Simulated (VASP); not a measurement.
Input of a VASP 6.6.1 run:

Contents of INCAR:

```
SYSTEM = KTaO3
PREC = Accurate
ENCUT = 520
EDIFF = 1E-6
ISMEAR = -1
SIGMA = 0.05
LREAL = .FALSE.
LASPH = .TRUE.
NELM = 80
ALGO = Normal
ISIF = 2
LWAVE = .FALSE.
LCHARG = .FALSE.
GGA = PS
NBANDS = 27
```

File KPOINTS:

```
Automatic mesh
0
G
  7 7 7
  0 0 0
```

File POSCAR:

```
KTaO3
1.0
    3.9853939665      0.0000000000      0.0000000000
    0.0000000000      3.9853939665      0.0000000000
    0.0000000000      0.0000000000      3.9853939665
Ta K O
1 1 3
Direct
    0.0000000000      0.0000000000      0.0000000000
    0.5000000000      0.5000000000      0.5000000000
    0.0000000000      0.0000000000      0.5000000000
    0.0000000000      0.5000000000      0.0000000000
    0.5000000000      0.0000000000      0.0000000000
```

Potentials or basis: VASP PAW PBE potentials, release 64 (Ta_pv, K_sv, O).

Run with:

```console
$ cat potpaw_PBE.64/Ta_pv/POTCAR potpaw_PBE.64/K_sv/POTCAR potpaw_PBE.64/O/POTCAR > POTCAR
$ mpirun -np 1 vasp_std > vasp.out
```

Problem. Predict the band gap on the k mesh.

Solution. 2.15 eV (least direct gap 2.71 eV).

Problem. Predict the pressure.

Solution. 0.7 GPa.

Caveat: the PAW data sets were made with another functional, which shifts forces and pressure a little; spin-orbit coupling is left out, which moves the levels of the heavy elements; an odd mesh through Γ misses points on the zone boundary, where band edges can lie. Expect the measured gap to be larger: semilocal functionals such as PBEsol lack the derivative discontinuity.
